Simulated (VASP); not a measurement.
# Tm2MgC2 (P6_3mc) in VASP: single point with PBE

Aim: the single point of Tm2MgC2 with PBE.

Program: VASP 6.6.1. These are calculated values, not measurements. Logs are shortened: lines on timing, memory, paths and dates and some standing lists are left out, and cuts for length are marked.

### 1 The cell of the first run

The typed cell holds 10 atoms: a = 4.500 Å, b = 4.500 Å, c = 8.401 Å, α = 90.00°, β = 90.00°, γ = 120.00°.

The cell was built from a structure type or drawn by symmetry, and may not be a known phase.

### 2 Single point, PBE

INCAR

```
PREC = Accurate
ENCUT = 600
EDIFF = 1E-6
ISMEAR = 0
SIGMA = 0.2
LREAL = False
LASPH = True
NELM = 200
ALGO = Normal
ISIF = 2
LWAVE = False
LCHARG = True
GGA = PE
LELF = True
LVHAR = True
NBANDS = 39
GGA_COMPAT = False
LMAXMIX = 6
```

KPOINTS

```
regular mesh
0
Gamma
  4 4 2
```

POSCAR

```
Tm2MgC2
1.0
    4.5003004969      0.0000000025      0.0000000000
   -2.2501502506      3.8973745537      0.0000000000
    0.0000000000      0.0000000000      8.4010404030
Tm Mg C
4 2 4
Direct
    0.3333333333      0.6666666667      0.8998044232
    0.6666666667      0.3333333333      0.3998044232
    0.3333333333      0.6666666667      0.3134750948
    0.6666666667      0.3333333333      0.8134750948
    0.0000000000      0.0000000000      0.1064626292
    0.0000000000      0.0000000000      0.6064626292
    0.3333333333      0.6666666667      0.6063296552
    0.6666666667      0.3333333333      0.1063296552
    0.0000000000      0.0000000000      0.8567097675
    0.0000000000      0.0000000000      0.3567097675
```

Potentials or basis: VASP PAW PBE potentials, release 64 (Tm_3, Mg, C), 4f in core.

The run is started by

```bash
> cat potpaw_PBE.64/Tm_3/POTCAR potpaw_PBE.64/Mg/POTCAR potpaw_PBE.64/C/POTCAR > POTCAR
> mpirun -np 1 vasp_std > vasp.out
```

OUTCAR:

```text
PREC = Accurate
   ENCUT = 600
   EDIFF = 1E-6
   ISMEAR = 0
   LREAL = False
   LASPH = True
   NELM = 200
   ISIF = 2
   GGA = PE

 ion  position               nearest neighbor table
   1  0.333  0.667  0.900-   7 2.47   9 2.62   9 2.62   9 2.62   4 2.70   4 2.70   4 2.70   5 3.12
                             5 3.12   5 3.12   3 3.48   6 3.58   6 3.58   6 3.58
   2  0.667  0.333  0.400-   8 2.47  10 2.62  10 2.62  10 2.62   3 2.70   3 2.70   3 2.70   6 3.12
                             6 3.12   6 3.12   4 3.48   5 3.58   5 3.58   5 3.58
   3  0.333  0.667  0.313-   7 2.46  10 2.62  10 2.62  10 2.62   2 2.70   2 2.70   2 2.70   5 3.13
                             5 3.13   5 3.13   1 3.48   6 3.58   6 3.58   6 3.58
   4  0.667  0.333  0.813-   8 2.46   9 2.62   9 2.62   9 2.62   1 2.70   1 2.70   1 2.70   6 3.13
                             6 3.13   6 3.13   2 3.48   5 3.58   5 3.58   5 3.58
   5  0.000  0.000  0.106-   9 2.10  10 2.10   8 2.60   8 2.60   8 2.60   1 3.12   1 3.12   1 3.12
                             3 3.13   3 3.13   3 3.13   4 3.58   4 3.58   4 3.58   2 3.58   2 3.58
   6  0.000  0.000  0.606-  10 2.10   9 2.10   7 2.60   7 2.60   7 2.60   2 3.12   2 3.12   2 3.12
                             4 3.13   4 3.13   4 3.13   3 3.58   3 3.58   3 3.58   1 3.58   1 3.58
   7  0.333  0.667  0.606-   3 2.46   1 2.47   6 2.60   6 2.60   6 2.60
   8  0.667  0.333  0.106-   4 2.46   2 2.47   5 2.60   5 2.60   5 2.60
   9  0.000  0.000  0.857-   5 2.10   6 2.10   1 2.62   1 2.62   1 2.62   4 2.62   4 2.62   4 2.62

  10  0.000  0.000  0.357-   6 2.10   5 2.10   2 2.62   2 2.62   2 2.62   3 2.62   3 2.62   3 2.62

  LATTYP: Found a hexagonal cell.
 ALAT       =     4.5003004969
 C/A-ratio  =     1.8667732097

  Lattice vectors:

 A1 = (   4.5003004969,   0.0000000025,   0.0000000000)
 A2 = (  -2.2501502506,   3.8973745537,   0.0000000000)
 A3 = (   0.0000000000,   0.0000000000,   8.4010404030)

Analysis of symmetry for initial positions (statically):
=====================================================================
 Subroutine PRICEL returns:
 Original cell was already a primitive cell.

 Routine SETGRP: Setting up the symmetry group for a
 hexagonal supercell.

 Subroutine GETGRP returns: Found 12 space group operations
 (whereof  6 operations were pure point group operations)
 out of a pool of 24 trial point group operations.

The static configuration has the point symmetry C_3v.
 The point group associated with its full space group is C_6v.

Analysis of symmetry for dynamics (positions and initial velocities):
=====================================================================
 Subroutine PRICEL returns:
 Original cell was already a primitive cell.

 Routine SETGRP: Setting up the symmetry group for a
 hexagonal supercell.

 Subroutine GETGRP returns: Found 12 space group operations
 (whereof  6 operations were pure point group operations)
 out of a pool of 24 trial point group operations.

The dynamic configuration has the point symmetry C_3v.
 The point group associated with its full space group is C_6v.

 Subroutine INISYM returns: Found 12 space group operations
 (whereof  6 operations are pure point group operations),
 and found     1 'primitive' translations

----------------------------------------------------------------------------------------

                                     Primitive cell

  volume of cell :     147.3488

  direct lattice vectors                    reciprocal lattice vectors
     4.500300497  0.000000003  0.000000000     0.222207384  0.128291493  0.000000000
    -2.250150251  3.897374554  0.000000000    -0.000000000  0.256582986  0.000000000
     0.000000000  0.000000000  8.401040403     0.000000000  0.000000000  0.119032876

  length of vectors
     4.500300497  4.500300497  8.401040403     0.256582986  0.256582986  0.119032876

  position of ions in fractional coordinates (direct lattice)
     0.333333333  0.666666667  0.899804423
     0.666666667  0.333333333  0.399804423
     0.333333333  0.666666667  0.313475095
     0.666666667  0.333333333  0.813475095
     0.000000000  0.000000000  0.106462629
     0.000000000  0.000000000  0.606462629
     0.333333333  0.666666667  0.606329655
     0.666666667  0.333333333  0.106329655
     0.000000000  0.000000000  0.856709767
     0.000000000  0.000000000  0.356709767

  ion indices of the primitive-cell ions
   primitive index   ion index
                 1           1
                 2           2
                 3           3
                 4           4
                 5           5
                 6           6
                 7           7
                 8           8
                 9           9
                10          10

----------------------------------------------------------------------------------------

 KPOINTS: regular mesh

Automatic generation of k-mesh.
 Grid dimensions read from file:
 generate k-points for:    4    4    2

 Generating k-lattice:

  Cartesian coordinates                     Fractional coordinates (reciprocal lattice)
     0.055551846  0.032072873  0.000000000     0.250000000  0.000000000  0.000000000
    -0.000000000  0.064145746  0.000000000     0.000000000  0.250000000  0.000000000
     0.000000000  0.000000000  0.059516438     0.000000000  0.000000000  0.500000000

  Length of vectors
     0.064145746  0.064145746  0.059516438

  Shift w.r.t. Gamma in fractional coordinates (k-lattice)
     0.000000000  0.000000000  0.000000000

 Subroutine IBZKPT returns following result:
 ===========================================

 Found      8 irreducible k-points:

 Following reciprocal coordinates:
            Coordinates               Weight
  0.000000  0.000000  0.000000      1.000000
  0.250000  0.000000  0.000000      6.000000
  0.500000  0.000000  0.000000      3.000000
  0.250000  0.250000  0.000000      6.000000
  0.000000  0.000000  0.500000      1.000000
  0.250000  0.000000  0.500000      6.000000
  0.500000  0.000000  0.500000      3.000000
  0.250000  0.250000  0.500000      6.000000
   k-points           NKPTS =      8   k-points in BZ     NKDIM =      8   number of bands    NBANDS=     39
   number of dos      NEDOS =    301   number of ions     NIONS =     10
   total plane-waves  NPLWV =  90720
   dimension x,y,z NGX =    36 NGY =   36 NGZ =   70
   dimension x,y,z NGXF=    72 NGYF=   72 NGZF=  140
   ions per type =               4   2   4
   NGX,Y,Z   is equivalent  to a cutoff of  13.30, 13.30, 13.85 a.u.
   NGXF,Y,Z  is equivalent  to a cutoff of  26.60, 26.60, 27.70 a.u.
 SYSTEM =  unknown system
   PREC   = accura    normal or accurate (medium, high low for compatibility)
   ISTART =      0    job   : 0-new  1-cont  2-samecut
   ICHARG =      2    charge: 1-file 2-atom 10-const
   ISPIN  =      1    spin polarized calculation?
   LNONCOLLINEAR =      F non collinear calculations
   LSORBIT =      F    spin-orbit coupling
   LASPH  =      T    aspherical Exc in radial PAW
   ENCUT  =  600.0 eV  44.10 Ry    6.64 a.u.   8.99  8.99 16.78*2*pi/ulx,y,z
   NELM   =    200;   NELMIN=  2; NELMDL= -5     # of ELM steps
   EDIFF  = 0.1E-05   stopping-criterion for ELM
   LREAL  =      F    real-space projection
   EDIFFG = 0.1E-04   stopping-criterion for IOM
   NSW    =      0    number of steps for IOM
   IBRION =     -1    ionic relax: 0-MD 1-quasi-New 2-CG
   NFREE  =      0    steps in history (QN), initial steepest desc. (CG)
   ISIF   =      2    stress and relaxation
   ISYM   =      2    0-nonsym 1-usesym 2-fastsym
   POTIM  = 0.5000    time-step for ionic-motion
   TEBEG  =    0.0;   TEEND  =   0.0 temperature during run
   PSTRESS=    0.0 pullay stress
   NELECT =      56.0000    total number of electrons
   NUPDOWN=      -1.0000    fix difference up-down
   EMIN   =  10.00;   EMAX   =-10.00  energy-range for DOS
   EFERMI =   0.00;   METHOD = LEGACY
   ISMEAR =     0;   SIGMA  =   0.20  broadening in eV -4-tet -1-fermi 0-gaus
   EFERMI_NEDOS =   21; number of points for ismear=-14 and -15
   IALGO  =     38    algorithm
   IMIX   =      4    mixing-type and parameters
     AMIX     =   0.40;   BMIX     =  1.00
     AMIX_MAG =   1.60;   BMIX_MAG =  1.00
  volume/ion in A,a.u.               =      14.73        99.44
  Fermi-wavevector in a.u.,A,eV,Ry     =   1.185829  2.240891 19.132370  1.406190
  Thomas-Fermi vector in A             =   2.322014
   LORBIT       =      0    0 simple, 1 ext, 2 COOP (PROOUT), +10 PAW based schemes
   GGA     = PE    functional components
   LHFCALC =     F    Hartree Fock is set to
   AEXX    =    0.0000 exact exchange contribution
   IVDW    =     0    specifies the selected vdW correction
   LEPSILON=     F    determine dielectric tensor
   LRPA    =     F    only Hartree local field effects (RPA)
 non-spin polarized calculation
 Gauss-broadening in eV      SIGMA  =   0.20
  energy-cutoff  :      600.00
  volume of cell :      147.35
 maximum number of plane-waves:      4930
 NGX is ok and might be reduce to    36
   NGX = 17   NGY = 17   NGZ = 33

 number of electron      56.0000001 magnetization

 Free energy of the ion-electron system (eV)
  ---------------------------------------------------
  ext. energy  EPLUGINS =         0.00000000
  ---------------------------------------------------
  free energy    TOTEN  =       -52.38021117 eV

  energy without entropy =      -52.36964417  energy(sigma->0) =      -52.37492767

 E-fermi :   4.8574     XC(G=0): -11.1204

 val. band max:        4.8493815994   @ k =   0.0000   0.0000   0.0000
 cond. band min:       5.0044290646   @ k =   0.5000   0.0000   0.0000
 fundamental gap:      0.1550474653
 Fermi energy:         4.8573901670

 k-point     1 :       0.0000    0.0000    0.0000
  band No.  band energies     occupation
      1     -21.6400      2.00000
      2     -21.6400      2.00000
      3     -21.6231      2.00000
      4     -21.6231      2.00000
      5     -20.7884      2.00000
      6     -20.6025      2.00000
[... 31 lines left out ...]
     38       7.6896      0.00000
     39       7.7581      0.00000

 k-point     2 :       0.2500    0.0000    0.0000
  band No.  band energies     occupation
      1     -21.7301      2.00000
      2     -21.7127      2.00000
      3     -21.5994      2.00000
      4     -21.5689      2.00000
      5     -20.7542      2.00000
      6     -20.6661      2.00000
[... 31 lines left out ...]
     38       8.4666      0.00000
     39       8.5675      0.00000

 k-point     3 :       0.5000    0.0000    0.0000
  band No.  band energies     occupation
      1     -21.8099      2.00000
      2     -21.7923      2.00000
      3     -21.5314      2.00000
      4     -21.4894      2.00000
      5     -20.9506      2.00000
      6     -20.8568      2.00000
[... 31 lines left out ...]
     38       8.9135      0.00000
     39       9.1084      0.00000

 k-point     4 :       0.2500    0.2500    0.0000
  band No.  band energies     occupation
      1     -21.8752      2.00000
      2     -21.8558      2.00000
      3     -21.4115      2.00000
      4     -21.3643      2.00000
      5     -21.0055      2.00000
      6     -20.9247      2.00000
[... 31 lines left out ...]
     38       8.0089      0.00000
     39       8.1394      0.00000

 k-point     5 :       0.0000    0.0000    0.5000
  band No.  band energies     occupation
      1     -21.6316      2.00000
      2     -21.6316      2.00000
      3     -21.6316      2.00000
      4     -21.6316      2.00000
      5     -20.7193      2.00000
      6     -20.7193      2.00000
[... 31 lines left out ...]
     38       8.3164      0.00000
     39       8.3164      0.00000

 k-point     6 :       0.2500    0.0000    0.5000
  band No.  band energies     occupation
      1     -21.7214      2.00000
      2     -21.7214      2.00000
      3     -21.5841      2.00000
      4     -21.5841      2.00000
      5     -20.7228      2.00000
      6     -20.7228      2.00000
[... 31 lines left out ...]
     38       8.2998      0.00000
     39       9.3723      0.00000

 k-point     7 :       0.5000    0.0000    0.5000
  band No.  band energies     occupation
      1     -21.8011      2.00000
      2     -21.8011      2.00000
      3     -21.5104      2.00000
      4     -21.5104      2.00000
      5     -20.9079      2.00000
      6     -20.9079      2.00000
[... 31 lines left out ...]
     38       8.4475      0.00000
     39       9.0304      0.00000

 k-point     8 :       0.2500    0.2500    0.5000
  band No.  band energies     occupation
      1     -21.8656      2.00000
      2     -21.8656      2.00000
      3     -21.3880      2.00000
      4     -21.3880      2.00000
      5     -20.9672      2.00000
      6     -20.9672      2.00000
[... 31 lines left out ...]
     38       8.1204      0.00000
     39       8.5846      0.00000

------------------------ aborting loop because EDIFF is reached ----------------------------------------

  FORCE on cell =-STRESS in cart. coord.  units (eV):
  Direction    XX          YY          ZZ          XY          YZ          ZX
  --------------------------------------------------------------------------------------
  -------------------------------------------------------------------------------------
  Total        0.3694134      0.3694134      1.2289278      0.0000000     -0.0000000      0.0000000
  in kB        4.0167658      4.0167658     13.3625767      0.0000000     -0.0000000      0.0000000
  external PRESSURE =       7.1320361 kB  Pullay stress =       0.0000000 kB

 VOLUME and BASIS-vectors are now :
 -----------------------------------------------------------------------------
  energy-cutoff  :      600.00
  volume of cell :      147.35
      direct lattice vectors                 reciprocal lattice vectors
     4.500300497  0.000000003  0.000000000     0.222207384  0.128291493  0.000000000
    -2.250150251  3.897374554  0.000000000    -0.000000000  0.256582986  0.000000000
     0.000000000  0.000000000  8.401040403     0.000000000  0.000000000  0.119032876

 POSITION                                       TOTAL-FORCE (eV/Angst)
 -----------------------------------------------------------------------------------
     -0.00000      2.59825      7.55929        -0.000000      0.000000      0.081221
      2.25015      1.29912      3.35877         0.000000     -0.000000      0.081221
     -0.00000      2.59825      2.63352         0.000000     -0.000000     -0.091848
      2.25015      1.29912      6.83404         0.000000     -0.000000     -0.091848
      0.00000      0.00000      0.89440         0.000000     -0.000000      0.032749
      0.00000      0.00000      5.09492        -0.000000     -0.000000      0.032749
     -0.00000      2.59825      5.09380        -0.000000      0.000000      0.014214
      2.25015      1.29912      0.89328         0.000000     -0.000000      0.014214
      0.00000      0.00000      7.19725        -0.000000      0.000000     -0.036336
      0.00000      0.00000      2.99673         0.000000     -0.000000     -0.036336
 -----------------------------------------------------------------------------------
    total drift:                               -0.000000     -0.000000     -0.000148

  FREE ENERGIE OF THE ION-ELECTRON SYSTEM (eV)
  ---------------------------------------------------
  free  energy   TOTEN  =       -52.3802111697 eV

  energy  without entropy=      -52.3696441689  energy(sigma->0) =      -52.37492767
```

It took 78 s on 1 thread of Intel Xeon Platinum 8259CL at 2.50GHz (Skylake/Cascade Lake), shared host; peak memory 0.3 GiB.

What came out:

```yaml
Free_energy: -52.3802 eV
Pressure: 0.7 GPa
Largest_force: 0.092 eV/Å
Band_gap_on_the_k_mesh: 0.15 eV (least direct gap 0.47 eV)
```

Forces in eV/Å, atoms in the order of the input:
```
Tm   0.000  0.000  0.081
Tm   0.000  0.000  0.081
Tm   0.000  0.000 -0.092
Tm   0.000  0.000 -0.092
Mg   0.000  0.000  0.033
Mg   0.000  0.000  0.033
C    0.000  0.000  0.014
C    0.000  0.000  0.014
C    0.000  0.000 -0.036
C    0.000  0.000 -0.036
```

Caveat: spin-orbit coupling is left out, which moves the levels of the heavy elements; the 4f electrons are frozen in the core, so they carry no moment and show no levels.
